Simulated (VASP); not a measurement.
# Au (Im-3m) in VASP: notebook

The runs below take Au through relaxation of cell and atoms, with LDA.

All numbers are computed with VASP 6.6.1; they aren't measurements. Logs are shortened: lines on timing, memory, paths and dates and some standing lists are left out, and cuts for length are marked.

## Step 1: The cell of the first run

Symmetry: Im-3m, No. 229, cubic system. Conventional cell: a = 2.867 Å, b = 2.867 Å, c = 2.867 Å, α = 90.00°, β = 90.00°, γ = 90.00°. Au (site symmetry m-3m) has 14 Au at 2.48 to 2.87 Å within 3.3 Å.

This isn't the form of Au at room conditions, which is fcc.

## Step 2: Relaxation of cell and atoms, LDA, target pressure 170 GPa, at which the enthalpy is minimised

INCAR reads:

```
PREC     = Accurate       # precision mode
ENCUT    = 600            # plane-wave cutoff, eV
EDIFF    = 1E-6           # SCF threshold, eV
ISMEAR   = -1             # smearing method
SIGMA    = 0.05           # smearing width, eV
LREAL    = F              # projectors in reciprocal space
LASPH    = T              # aspherical terms in the spheres
NELM     = 60             # most SCF steps
ALGO     = Normal         # electronic algorithm
ISIF     = 3              # what is computed and relaxed
LWAVE    = F              # write WAVECAR
LCHARG   = F              # write CHGCAR
GGA      = CA             # functional
IBRION   = 2              # ionic algorithm
NSW      = 60             # ionic steps
EDIFFG   = -0.005         # ionic threshold
PSTRESS  = 1700.0
```

KPOINTS reads:

```
regular mesh
0
Gamma
  19 19 19
```

POSCAR reads:

```
Au
1.0
   -1.4332721551      1.4332721551      1.4332721551
    1.4332721551     -1.4332721551      1.4332721551
    1.4332721551      1.4332721551     -1.4332721551
Au
1
Direct
    0.0000000000      0.0000000000      0.0000000000
```

Potentials or basis: VASP PAW LDA potentials, release 64 (Au).

Run with:

```
> cat potpaw_LDA.64/Au/POTCAR > POTCAR
> mpirun -np 1 vasp_std > vasp.out
```

OUTCAR:

```text
PREC = Accurate
   ENCUT = 600
   EDIFF = 1E-6
   ISMEAR = -1
   LREAL = F
   LASPH = T
   NELM = 60
   ISIF = 3
   GGA = CA
   IBRION = 2
   NSW = 60
   EDIFFG = -0.005
   PSTRESS = 1700.0

 ion  position               nearest neighbor table
   1  0.000  0.000  0.000-

  LATTYP: Found a body centered cubic cell.
 ALAT       =     2.8665443102

  Lattice vectors:

 A1 = (  -1.4332721551,   1.4332721551,   1.4332721551)
 A2 = (   1.4332721551,  -1.4332721551,   1.4332721551)
 A3 = (   1.4332721551,   1.4332721551,  -1.4332721551)

Analysis of symmetry for initial positions (statically):
=====================================================================
 Subroutine PRICEL returns:
 Original cell was already a primitive cell.

 Routine SETGRP: Setting up the symmetry group for a
 body centered cubic supercell.

 Subroutine GETGRP returns: Found 48 space group operations
 (whereof 48 operations were pure point group operations)
 out of a pool of 48 trial point group operations.

The static configuration has the point symmetry O_h .

Analysis of symmetry for dynamics (positions and initial velocities):
=====================================================================
 Subroutine PRICEL returns:
 Original cell was already a primitive cell.

 Routine SETGRP: Setting up the symmetry group for a
 body centered cubic supercell.

 Subroutine GETGRP returns: Found 48 space group operations
 (whereof 48 operations were pure point group operations)
 out of a pool of 48 trial point group operations.

The dynamic configuration has the point symmetry O_h .

 Subroutine INISYM returns: Found 48 space group operations
 (whereof 48 operations are pure point group operations),
 and found     1 'primitive' translations

----------------------------------------------------------------------------------------

                                     Primitive cell

  volume of cell :      11.7773

  direct lattice vectors                    reciprocal lattice vectors
    -1.433272155  1.433272155  1.433272155     0.000000000  0.348852099  0.348852099
     1.433272155 -1.433272155  1.433272155     0.348852099  0.000000000  0.348852099
     1.433272155  1.433272155 -1.433272155     0.348852099  0.348852099  0.000000000

  length of vectors
[... 91 lines left out ...]
   NELECT =      11.0000    total number of electrons
   NUPDOWN=      -1.0000    fix difference up-down
   EMIN   =  10.00;   EMAX   =-10.00  energy-range for DOS
   EFERMI =   0.00;   METHOD = LEGACY
   ISMEAR =    -1;   SIGMA  =   0.05  broadening in eV -4-tet -1-fermi 0-gaus
   EFERMI_NEDOS =   21; number of points for ismear=-14 and -15
   IALGO  =     38    algorithm
   IMIX   =      4    mixing-type and parameters
     AMIX     =   0.40;   BMIX     =  1.00
     AMIX_MAG =   1.60;   BMIX_MAG =  1.00
  volume/ion in A,a.u.               =      11.78        79.48
  Fermi-wavevector in a.u.,A,eV,Ry     =   1.600259  3.024052 34.842211  2.560830
  Thomas-Fermi vector in A             =   2.697423
   LORBIT       =      0    0 simple, 1 ext, 2 COOP (PROOUT), +10 PAW based schemes
   GGA     = CA    functional components
   LHFCALC =     F    Hartree Fock is set to
   AEXX    =    0.0000 exact exchange contribution
   IVDW    =     0    specifies the selected vdW correction
   LEPSILON=     F    determine dielectric tensor
   LRPA    =     F    only Hartree local field effects (RPA)
 conjugate gradient relaxation of ions
 non-spin polarized calculation
  energy-cutoff  :      600.00
  volume of cell :       11.78
 maximum number of plane-waves:       406
   NGX =  9   NGY =  9   NGZ =  9

--------------------------------------- Ionic step        1  -------------------------------------------

 number of electron      10.9999999 magnetization

 Free energy of the ion-electron system (eV)
  ---------------------------------------------------
  ext. energy  EPLUGINS =         0.00000000
  ---------------------------------------------------
  free energy    TOTEN  =        -2.58671205 eV

  energy without entropy =       -2.58434041  energy(sigma->0) =       -2.58552623

------------------------ aborting loop because EDIFF is reached ----------------------------------------

  FORCE on cell =-STRESS in cart. coord.  units (eV):
  Direction    XX          YY          ZZ          XY          YZ          ZX
  --------------------------------------------------------------------------------------
  -------------------------------------------------------------------------------------
  Total       12.7630001     12.7630001     12.7630001     -0.0000000      0.0000000     -0.0000000
  in kB     1736.2704385   1736.2704385   1736.2704385     -0.0000000      0.0000000     -0.0000000
  external PRESSURE =      36.2704385 kB  Pullay stress =    1700.0000000 kB
[... 61 lines left out ...]
--------------------------------------- Ionic step        3  -------------------------------------------

 number of electron      10.9999998 magnetization

 Free energy of the ion-electron system (eV)
  ---------------------------------------------------
  ext. energy  EPLUGINS =         0.00000000
  ---------------------------------------------------
  free energy    TOTEN  =        -2.63549678 eV

  energy without entropy =       -2.63311099  energy(sigma->0) =       -2.63430388

 E-fermi :  17.1664     XC(G=0): -15.1918

 val. band max:       17.1605242509   @ k =  -0.3684   0.4737   0.0526
 cond. band min:      17.1887541939   @ k =   0.2632   0.1579   0.0526
 fundamental gap:      0.0282299431
 Fermi energy:        17.1663985393

 k-point     1 :       0.0000    0.0000    0.0000
  band No.  band energies     occupation
      1       2.4281      2.00000
      2       9.3221      2.00000
      3       9.3221      2.00000
      4       9.3221      2.00000
      5      12.7637      2.00000
      6      12.7637      2.00000
      7      32.5854      0.00000
      8      32.5854      0.00000
      9      32.5854      0.00000
[... 265 lines left out ...]
 k-point    24 :       0.3158    0.1053   -0.0000
  band No.  band energies     occupation
      1       5.8383      2.00000
      2       7.6972      2.00000
      3      10.5500      2.00000
      4      12.3948      2.00000
      5      13.3757      2.00000
      6      15.4851      2.00000
      7      26.8608      0.00000
      8      30.1988      0.00000
      9      34.5710      0.00000

 [... further k-points ...]

------------------------ aborting loop because EDIFF is reached ----------------------------------------

  FORCE on cell =-STRESS in cart. coord.  units (eV):
  Direction    XX          YY          ZZ          XY          YZ          ZX
  --------------------------------------------------------------------------------------
  -------------------------------------------------------------------------------------
  Total       12.5397610     12.5397610     12.5397610      0.0000000      0.0000000      0.0000000
  in kB     1699.3357576   1699.3357576   1699.3357576      0.0000000      0.0000000      0.0000000
  external PRESSURE =      -0.6642424 kB  Pullay stress =    1700.0000000 kB
[... 20 lines left out ...]
  energy  without entropy=       -2.6331109934  energy(sigma->0) =       -2.63430388

  enthalpy is  TOTEN    =         9.9091657742 eV   P V=       12.5446625498

 reached required accuracy - stopping structural energy minimisation
```

OSZICAR:

```text
N       E                     dE             d eps       ncg     rms          rms(c)
DAV:   1     0.521803124329E+02    0.52180E+02   -0.67498E+03  4112   0.129E+03
DAV:   2    -0.248286898886E+01   -0.54663E+02   -0.52732E+02  4175   0.240E+02
DAV:   3    -0.288669781044E+01   -0.40383E+00   -0.40354E+00  4454   0.217E+01
[... 21 lines left out ...]
DAV:   3    -0.263557506844E+01    0.10738E-01   -0.43667E-02  4115   0.217E+00    0.717E-01
DAV:   4    -0.263550833449E+01    0.66734E-04   -0.12398E-03  4255   0.333E-01    0.699E-02
DAV:   5    -0.263549473982E+01    0.13595E-04   -0.16798E-05  4075   0.423E-02    0.644E-03
DAV:   6    -0.263549648768E+01   -0.17479E-05   -0.33730E-07  2601   0.558E-03    0.315E-03
DAV:   7    -0.263549677565E+01   -0.28797E-06   -0.98538E-08  2007   0.263E-03
   3 F= 0.99091658E+01 E0= 0.99103587E+01  d E =-.505001E-03
```

CONTCAR:

```text
Au
   1.00000000000000
    -1.4351155967128899    1.4351155967128899    1.4351155967128899
     1.4351155967128899   -1.4351155967128899    1.4351155967128899
     1.4351155967128899    1.4351155967128899   -1.4351155967128899
  Au
     1
Direct
     0.0000000000000000    0.0000000000000000    0.0000000000000000

  0.00000000E+00  0.00000000E+00  0.00000000E+00
```

Run time: 32 s. Hardware: 1 thread of Intel Xeon Platinum 8259CL at 2.50GHz (Skylake/Cascade Lake), shared host; peak memory 0.15 GiB.

Results:

| Item | Value |
| --- | --- |
| Free energy | -2.6355 eV |
| Relaxed volume | 11.82 Å³/atom |
| Relaxed cell | a = 2.486 Å, b = 2.486 Å, c = 2.486 Å, α = 109.47°, β = 109.47°, γ = 109.47° |
| Space group after relaxing (to 0.1 Å) | Im-3m (No. 229) |
| Energy change on relaxing (the run minimises the enthalpy) | -48.8 meV/atom |
| Ionic steps | 3 |
| Pressure after relaxing | 169.9 GPa |
| Band gap on the k mesh | zero (an odd number of electrons rules out a gap without spin polarisation) |

The path:
```csv
step,energy change (eV),largest force (eV/Å),pressure (GPa),volume (Å³)
1,0.0000,0.0000,173.63,11.78
2,-0.4479,0.0000,139.26,12.24
3,-0.0488,0.0000,169.93,11.82
```

Final structure:
```xyz
1
Lattice="-1.4351 1.4351 1.4351 1.4351 -1.4351 1.4351 1.4351 1.4351 -1.4351" Properties=species:S:1:pos:R:3 pbc="T T T"
Au    0.0000    0.0000    0.0000
```

Caveat: the cell is relaxed towards a set pressure, so the run minimises the enthalpy, not the energy; spin-orbit coupling is left out, which moves the levels of the heavy elements.

## Step 3: Relaxation of cell and atoms, LDA, target pressure 170 GPa, at which the enthalpy is minimised

INCAR reads:

```
SYSTEM = Au
ALGO = Normal ; EDIFF = 1E-7
EDIFFG = -0.005 ; ENCUT = 600
GGA = CA ; IBRION = 2
ISIF = 3 ; ISMEAR = -1
LASPH = .TRUE. ; LCHARG = .FALSE.
LREAL = .FALSE. ; LWAVE = .FALSE.
NELM = 60 ; NSW = 32
PREC = Accurate ; PSTRESS = 1700.0
SIGMA = 0.05
```

KPOINTS reads:

```
k-points
0
G
  19 19 19
  0 0 0
```

POSCAR reads:

```
Au
1.0
   -1.4335760051      1.4335760051      1.4335760051
    1.4335760051     -1.4335760051      1.4335760051
    1.4335760051      1.4335760051     -1.4335760051
Au
1
Direct
    0.0000000000      0.0000000000      0.0000000000
```

Potentials or basis: VASP PAW LDA potentials, release 64 (Au).

Run with:

```
> cat potpaw_LDA.64/Au/POTCAR > POTCAR
> mpirun -np 1 vasp_std > vasp.out
```

It took 38 s on 1 thread of Intel Xeon Platinum 8259CL at 2.50GHz (Skylake/Cascade Lake), shared host; peak memory 0.16 GiB.

Results (log left out):

```yaml
Free_energy: -2.6352 eV
Relaxed_volume: 11.82 Å³/atom
Relaxed_cell: a = 2.486 Å, b = 2.486 Å, c = 2.486 Å, α = 109.47°, β = 109.47°, γ = 109.47°
Space_group_after_relaxing_to_0.1_Å: Im-3m (No. 229)
Energy_change_on_relaxing_the_run_minimises_the_enthalpy: -40.4 meV/atom
Ionic_steps: 3
Pressure_after_relaxing: 170.0 GPa
Band_gap_on_the_k_mesh: zero (an odd number of electrons rules out a gap without spin polarisation)
```

The path:
| step | energy change (eV) | largest force (eV/Å) | pressure (GPa) | volume (Å³) |
| --- | --- | --- | --- | --- |
| 1 | 0.0000 | 0.0000 | 173.01 | 11.78 |
| 2 | -0.3773 | 0.0000 | 144.11 | 12.17 |
| 3 | -0.0404 | 0.0000 | 169.96 | 11.82 |

Final structure:
```
Au
1.0
    -1.43511    1.43511    1.43511
     1.43511   -1.43511    1.43511
     1.43511    1.43511   -1.43511
Au
1
Direct
  0.00000 0.00000 0.00000
```

Levels at points of the mesh, in eV from the Fermi level:
| k point | band 4 | band 5 | band 6 | band 7 | band 8 | band 9 |
| --- | --- | --- | --- | --- | --- | --- |
| (0.00, 0.00, 0.00) | -7.84 | -4.40 | -4.40 | 15.42 | 15.42 | 15.42 |

Caveat: the cell is relaxed towards a set pressure, so the run minimises the enthalpy, not the energy; spin-orbit coupling is left out, which moves the levels of the heavy elements.
